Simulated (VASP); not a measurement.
# InP (I-4m2) in VASP: a series of runs

InP is run at these levels: PBE; tasks: single point.

Program: VASP 6.6.1. These are calculated values, not measurements. Logs are shortened: lines on timing, memory, paths and dates and some standing lists are left out, and cuts for length are marked.

## 1. The cell of the first run

The structure is tetragonal, space group I-4m2 (No. 119). Conventional cell: a = 3.682 Å, b = 3.682 Å, c = 7.810 Å, α = 90.00°, β = 90.00°, γ = 90.00°. In (site symmetry -4m2) has 4 P at 2.68 Å within 3.5 Å. Within 3.5 Å of P (site symmetry -4m2) lie 4 In at 2.68 Å.

## 2. Single point, PBE

File INCAR:

```
SYSTEM = InP
PREC = Accurate
ENCUT = 520
EDIFF = 1E-7
ISMEAR = 0
SIGMA = 0.05
LREAL = .FALSE.
LASPH = .TRUE.
NELM = 80
ALGO = Normal
ISIF = 2
LWAVE = .FALSE.
LCHARG = .TRUE.
GGA = PE
LELF = .TRUE.
LVHAR = .TRUE.
NBANDS = 16
```

File KPOINTS:

```
regular mesh
0
G
  12 12 12
  0 0 0
```

File POSCAR:

```
InP
1.0
    0.0000000000      2.6032996684      3.9049495027
    2.6032996684      0.0000000000      3.9049495027
    2.6032996684      2.6032996684      0.0000000000
In P
1 1
Direct
    0.0000000000      0.0000000000      0.0000000000
    0.7500000000      0.7500000000      0.7500000000
```

Potentials or basis: VASP PAW PBE potentials, release 64 (In_d, P).

Started as:

```bash
$ cat potpaw_PBE.64/In_d/POTCAR potpaw_PBE.64/P/POTCAR > POTCAR
$ mpirun -np 1 vasp_std > vasp.out
```

OUTCAR:

```text
SYSTEM = InP
   PREC = Accurate
   ENCUT = 520
   EDIFF = 1E-7
   ISMEAR = 0
   LREAL = .FALSE.
   LASPH = .TRUE.
   NELM = 80
   ISIF = 2
   GGA = PE

 ion  position               nearest neighbor table
   1  0.000  0.000  0.000-   2 2.68   2 2.68   2 2.68   2 2.68
   2  0.750  0.750  0.750-   1 2.68   1 2.68   1 2.68   1 2.68

  LATTYP: Found a body centered tetragonal cell.
 ALAT       =     3.6816216980
 C/A-ratio  =     2.1213203436

  Lattice vectors:

 A1 = (  -2.6032996684,   0.0000000000,   3.9049495027)
 A2 = (   2.6032996684,   0.0000000000,   3.9049495027)
 A3 = (   0.0000000000,   2.6032996684,  -3.9049495027)

Analysis of symmetry for initial positions (statically):
=====================================================================
 Subroutine PRICEL returns:
 Original cell was already a primitive cell.

 Routine SETGRP: Setting up the symmetry group for a
 body centered tetragonal supercell.

 Subroutine GETGRP returns: Found  8 space group operations
 (whereof  8 operations were pure point group operations)
 out of a pool of 16 trial point group operations.

The static configuration has the point symmetry D_2d.

Analysis of symmetry for dynamics (positions and initial velocities):
=====================================================================
 Subroutine PRICEL returns:
 Original cell was already a primitive cell.

 Routine SETGRP: Setting up the symmetry group for a
 body centered tetragonal supercell.

 Subroutine GETGRP returns: Found  8 space group operations
 (whereof  8 operations were pure point group operations)
 out of a pool of 16 trial point group operations.

The dynamic configuration has the point symmetry D_2d.

 Subroutine INISYM returns: Found  8 space group operations
 (whereof  8 operations are pure point group operations),
 and found     1 'primitive' translations

----------------------------------------------------------------------------------------

                                     Primitive cell

  volume of cell :      52.9290

  direct lattice vectors                    reciprocal lattice vectors
     0.000000000  2.603299668  3.904949503    -0.192063943  0.192063943  0.128042629
     2.603299668  0.000000000  3.904949503     0.192063943 -0.192063943  0.128042629
     2.603299668  2.603299668  0.000000000     0.192063943  0.192063943 -0.128042629

  length of vectors
     4.693165220  4.693165220  3.681621698     0.300286582  0.300286582  0.300286582

  position of ions in fractional coordinates (direct lattice)
     0.000000000  0.000000000  0.000000000
     0.750000000  0.750000000  0.750000000

  ion indices of the primitive-cell ions
   primitive index   ion index
                 1           1
                 2           2

----------------------------------------------------------------------------------------

 KPOINTS: regular mesh

Automatic generation of k-mesh.
 Grid dimensions read from file:
 generate k-points for:   12   12   12

 Generating k-lattice:

  Cartesian coordinates                     Fractional coordinates (reciprocal lattice)
    -0.016005329  0.016005329  0.010670219     0.083333333  0.000000000  0.000000000
     0.016005329 -0.016005329  0.010670219     0.000000000  0.083333333  0.000000000
     0.016005329  0.016005329 -0.010670219    -0.000000000 -0.000000000  0.083333333

  Length of vectors
     0.025023882  0.025023882  0.025023882

  Shift w.r.t. Gamma in fractional coordinates (k-lattice)
     0.000000000  0.000000000  0.000000000

 Subroutine IBZKPT returns following result:
 ===========================================

 Found    163 irreducible k-points:

 Following reciprocal coordinates:
            Coordinates               Weight
  0.000000  0.000000  0.000000      1.000000
  0.083333 -0.000000  0.000000      8.000000
  0.166667  0.000000  0.000000      8.000000
  0.250000  0.000000  0.000000      8.000000
  0.333333  0.000000  0.000000      8.000000
  0.416667 -0.000000  0.000000      8.000000
[... 16 lines left out ...]
  0.500000  0.166667  0.000000      8.000000
 -0.416667  0.166667  0.000000      8.000000
 [... further k-points ...]
   k-points           NKPTS =    163   k-points in BZ     NKDIM =    163   number of bands    NBANDS=     16
   number of dos      NEDOS =    301   number of ions     NIONS =      2
   total plane-waves  NPLWV =  36288
   dimension x,y,z NGX =    36 NGY =   36 NGZ =   28
   dimension x,y,z NGXF=    72 NGYF=   72 NGZF=   56
   ions per type =               1   1
   NGX,Y,Z   is equivalent  to a cutoff of  12.75, 12.75, 12.64 a.u.
   NGXF,Y,Z  is equivalent  to a cutoff of  25.50, 25.50, 25.29 a.u.
 SYSTEM =  InP
   PREC   = accura    normal or accurate (medium, high low for compatibility)
   ISTART =      0    job   : 0-new  1-cont  2-samecut
   ICHARG =      2    charge: 1-file 2-atom 10-const
   ISPIN  =      1    spin polarized calculation?
   LNONCOLLINEAR =      F non collinear calculations
   LSORBIT =      F    spin-orbit coupling
   LASPH  =      T    aspherical Exc in radial PAW
   ENCUT  =  520.0 eV  38.22 Ry    6.18 a.u.   8.73  8.73  6.85*2*pi/ulx,y,z
   NELM   =     80;   NELMIN=  2; NELMDL= -5     # of ELM steps
   EDIFF  = 0.1E-06   stopping-criterion for ELM
   LREAL  =      F    real-space projection
   EDIFFG = 0.1E-05   stopping-criterion for IOM
   NSW    =      0    number of steps for IOM
   IBRION =     -1    ionic relax: 0-MD 1-quasi-New 2-CG
   NFREE  =      0    steps in history (QN), initial steepest desc. (CG)
   ISIF   =      2    stress and relaxation
   ISYM   =      2    0-nonsym 1-usesym 2-fastsym
   POTIM  = 0.5000    time-step for ionic-motion
   TEBEG  =    0.0;   TEEND  =   0.0 temperature during run
   PSTRESS=    0.0 pullay stress
   NELECT =      18.0000    total number of electrons
   NUPDOWN=      -1.0000    fix difference up-down
   EMIN   =  10.00;   EMAX   =-10.00  energy-range for DOS
   EFERMI =   0.00;   METHOD = LEGACY
   ISMEAR =     0;   SIGMA  =   0.05  broadening in eV -4-tet -1-fermi 0-gaus
   EFERMI_NEDOS =   21; number of points for ismear=-14 and -15
   IALGO  =     38    algorithm
   IMIX   =      4    mixing-type and parameters
     AMIX     =   0.40;   BMIX     =  1.00
     AMIX_MAG =   1.60;   BMIX_MAG =  1.00
  volume/ion in A,a.u.               =      26.46       178.59
  Fermi-wavevector in a.u.,A,eV,Ry     =   1.142706  2.159401 17.766167  1.305776
  Thomas-Fermi vector in A             =   2.279403
   LORBIT       =      0    0 simple, 1 ext, 2 COOP (PROOUT), +10 PAW based schemes
   GGA     = PE    functional components
   LHFCALC =     F    Hartree Fock is set to
   AEXX    =    0.0000 exact exchange contribution
   IVDW    =     0    specifies the selected vdW correction
   LEPSILON=     F    determine dielectric tensor
   LRPA    =     F    only Hartree local field effects (RPA)
 non-spin polarized calculation
 Gauss-broadening in eV      SIGMA  =   0.05
  energy-cutoff  :      520.00
  volume of cell :       52.93
 maximum number of plane-waves:      1450
   NGX = 17   NGY = 17   NGZ = 13

 number of electron      18.0000003 magnetization

 Free energy of the ion-electron system (eV)
  ---------------------------------------------------
  ext. energy  EPLUGINS =         0.00000000
  ---------------------------------------------------
  free energy    TOTEN  =        -7.41795125 eV

  energy without entropy =       -7.41691132  energy(sigma->0) =       -7.41743129

 E-fermi :   5.3362     XC(G=0):  -9.2339

 val. band max:        5.3007654591   @ k =  -0.4167   0.1667   0.0000
 cond. band min:       5.3427457249   @ k =   0.1667   0.0833   0.0000
 fundamental gap:      0.0419802659
 Fermi energy:         5.3362099269

 k-point     1 :       0.0000    0.0000    0.0000
  band No.  band energies     occupation
      1      -9.6311      2.00000
      2      -9.4320      2.00000
      3      -9.4262      2.00000
      4      -9.4262      2.00000
      5      -9.4235      2.00000
      6      -6.2718      2.00000
[... 8 lines left out ...]
     15      12.8494      0.00000
     16      13.8948      0.00000

 k-point     2 :       0.0833   -0.0000    0.0000
  band No.  band energies     occupation
      1      -9.6249      2.00000
      2      -9.4385      2.00000
      3      -9.4270      2.00000
      4      -9.4242      2.00000
      5      -9.4232      2.00000
      6      -6.1988      2.00000
[... 8 lines left out ...]
     15      13.1906      0.00000
     16      14.4872      0.00000

 k-point     3 :       0.1667    0.0000    0.0000
  band No.  band energies     occupation
      1      -9.6089      2.00000
      2      -9.4587      2.00000
      3      -9.4344      2.00000
      4      -9.4207      2.00000
      5      -9.4114      2.00000
      6      -5.9857      2.00000
[... 8 lines left out ...]
     15      13.7387      0.00000
     16      15.8106      0.00000

 k-point     4 :       0.2500    0.0000    0.0000
  band No.  band energies     occupation
      1      -9.5894      2.00000
      2      -9.4859      2.00000
      3      -9.4448      2.00000
      4      -9.4156      2.00000
      5      -9.3929      2.00000
      6      -5.6535      2.00000
[... 8 lines left out ...]
     15      14.4256      0.00000
     16      15.0328      0.00000

 k-point     5 :       0.3333    0.0000    0.0000
  band No.  band energies     occupation
      1      -9.5737      2.00000
      2      -9.5116      2.00000
      3      -9.4553      2.00000
      4      -9.4106      2.00000
      5      -9.3721      2.00000
      6      -5.2515      2.00000
[... 8 lines left out ...]
     15      14.6545      0.00000
     16      15.0068      0.00000

 k-point     6 :       0.4167   -0.0000    0.0000
  band No.  band energies     occupation
      1      -9.5669      2.00000
      2      -9.5270      2.00000
      3      -9.4629      2.00000
      4      -9.4068      2.00000
      5      -9.3553      2.00000
      6      -4.8840      2.00000
[... 8 lines left out ...]
     15      14.4526      0.00000
     16      14.7716      0.00000

 k-point     7 :       0.5000    0.0000    0.0000
  band No.  band energies     occupation
      1      -9.5666      2.00000
      2      -9.5307      2.00000
      3      -9.4657      2.00000
      4      -9.4055      2.00000
      5      -9.3488      2.00000
      6      -4.7247      2.00000
[... 8 lines left out ...]
     15      14.0161      0.00000
     16      15.0407      0.00000

 k-point     8 :       0.0833    0.0833    0.0000
  band No.  band energies     occupation
      1      -9.6346      2.00000
      2      -9.4289      2.00000
      3      -9.4244      2.00000
      4      -9.4244      2.00000
      5      -9.4233      2.00000
      6      -6.2177      2.00000
[... 8 lines left out ...]
     15      13.0523      0.00000
     16      14.2048      0.00000

 k-point     9 :       0.1667    0.0833    0.0000
  band No.  band energies     occupation
      1      -9.6316      2.00000
      2      -9.4353      2.00000
      3      -9.4265      2.00000
      4      -9.4210      2.00000
      5      -9.4173      2.00000
      6      -6.0922      2.00000
[... 8 lines left out ...]
     15      13.6075      0.00000
     16      14.9811      0.00000
[... 172 lines left out ...]
 k-point    19 :       0.1667    0.1667    0.0000
  band No.  band energies     occupation
      1      -9.6435      2.00000
      2      -9.4228      2.00000
      3      -9.4214      2.00000
      4      -9.4195      2.00000
      5      -9.4195      2.00000
      6      -6.0588      2.00000
[... 8 lines left out ...]
     15      13.6672      0.00000
     16      14.9652      0.00000

 k-point    20 :       0.2500    0.1667    0.0000
  band No.  band energies     occupation
      1      -9.6420      2.00000
      2      -9.4292      2.00000
      3      -9.4256      2.00000
      4      -9.4153      2.00000
      5      -9.4089      2.00000
      6      -5.8862      2.00000
[... 8 lines left out ...]
     15      14.3160      0.00000
     16      15.7973      0.00000

 k-point    21 :       0.3333    0.1667    0.0000
  band No.  band energies     occupation
      1      -9.6291      2.00000
      2      -9.4483      2.00000
      3      -9.4334      2.00000
      4      -9.4105      2.00000
      5      -9.3951      2.00000
      6      -5.5908      2.00000
[... 8 lines left out ...]
     15      14.8356      0.00000
     16      16.1775      0.00000

 k-point    22 :       0.4167    0.1667    0.0000
  band No.  band energies     occupation
      1      -9.6107      2.00000
      2      -9.4735      2.00000
      3      -9.4439      2.00000
      4      -9.4064      2.00000
      5      -9.3790      2.00000
      6      -5.2155      2.00000
[... 8 lines left out ...]
     15      14.6287      0.00000
     16      15.6602      0.00000

 k-point    23 :       0.5000    0.1667    0.0000
  band No.  band energies     occupation
      1      -9.5932      2.00000
      2      -9.4974      2.00000
      3      -9.4544      2.00000
      4      -9.4039      2.00000
      5      -9.3635      2.00000
      6      -4.8526      2.00000
[... 8 lines left out ...]
     15      14.7369      0.00000
     16      15.4529      0.00000

 k-point    24 :      -0.4167    0.1667    0.0000
  band No.  band energies     occupation
      1      -9.5795      2.00000
      2      -9.5146      2.00000
      3      -9.4622      2.00000
      4      -9.4038      2.00000
      5      -9.3537      2.00000
      6      -4.6546      2.00000
[... 8 lines left out ...]
     15      14.5661      0.00000
     16      14.9383      0.00000

 [... further k-points ...]
[... 5 lines left out ...]
  --------------------------------------------------------------------------------------
  -------------------------------------------------------------------------------------
  Total        1.5807920      1.5807920     -4.5435906      0.0000000      0.0000000      0.0000000
  in kB       47.8510604     47.8510604   -137.5358854      0.0000000      0.0000000      0.0000000
  external PRESSURE =     -13.9445882 kB  Pullay stress =       0.0000000 kB

 VOLUME and BASIS-vectors are now :
 -----------------------------------------------------------------------------
  energy-cutoff  :      520.00
  volume of cell :       52.93
      direct lattice vectors                 reciprocal lattice vectors
     0.000000000  2.603299668  3.904949503    -0.192063943  0.192063943  0.128042629
     2.603299668  0.000000000  3.904949503     0.192063943 -0.192063943  0.128042629
     2.603299668  2.603299668  0.000000000     0.192063943  0.192063943 -0.128042629

 POSITION                                       TOTAL-FORCE (eV/Angst)
 -----------------------------------------------------------------------------------
      0.00000      0.00000      0.00000         0.000000      0.000000      0.000000
      3.90495      3.90495      5.85742        -0.000000     -0.000000     -0.000000
 -----------------------------------------------------------------------------------
    total drift:                               -0.000000     -0.000000      0.000003

  FREE ENERGIE OF THE ION-ELECTRON SYSTEM (eV)
  ---------------------------------------------------
  free  energy   TOTEN  =        -7.4179512549 eV

  energy  without entropy=       -7.4169113225  energy(sigma->0) =       -7.41743129
```

Run time: 2.1 min. Hardware: 1 thread of Intel Xeon Platinum 8259CL at 2.50GHz (Skylake/Cascade Lake), shared host; peak memory 0.28 GiB.

What came out:

| Property | Result |
| --- | --- |
| Free energy | -7.4180 eV |
| Pressure | -1.4 GPa |
| Band gap on the k mesh | zero (band 9 reaches 5.65 eV, above the bottom of band 10 at 5.17 eV) |

Stress tensor (GPa, compression positive):
```
  4.79   0.00   0.00
  0.00   4.79   0.00
  0.00   0.00 -13.75
```

Caveat: spin-orbit coupling is left out, which moves the levels of the heavy elements.

(Part 1 of 2 ends here.)
